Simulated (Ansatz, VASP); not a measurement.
# SnSe2: VASP beside Ansatz

```
Sn Se
1.0
     6.57769    0.00000    0.00000
     0.00000    6.57769    0.00000
     0.00000    0.00000    4.01260
Sn Se
2 4
Direct
  0.00000 0.00000 0.00000
  0.50000 0.50000 0.50000
  0.30700 0.30700 0.00000
  0.19300 0.80700 0.50000
  0.80700 0.19300 0.50000
  0.69300 0.69300 0.00000
```

Alike in both runs: task single point; functional PBE; k mesh 4 × 4 × 6; occupations fermi-dirac, width 0.02 eV; no spin polarisation.

|  | VASP | Ansatz |
| --- | --- | --- |
| version | VASP 6.6.1 | Ansatz 0.2.0 |
| potentials or method | VASP PAW PBE potentials, release 64 (Sn_d, Se) | plane waves, PAW |
| plane-wave cutoff (eV) | 520 | 420 |
| valence electrons in the cell | 52 | 92 |

```tsv
	VASP	Ansatz	Ansatz less VASP
pressure (GPa)	0.0	0.0	-0.03
rms of the force components (eV/Å)	0.003	0.000	-0.0029
```

Atom by atom the forces differ by 0.003 eV/Å (rms over components). With one functional, cell and mesh, what is left measures potentials, basis and numerics. VASP's potentials hold 52 valence electrons a cell and Ansatz's 92, so a difference there can come from the potentials and not from the codes.
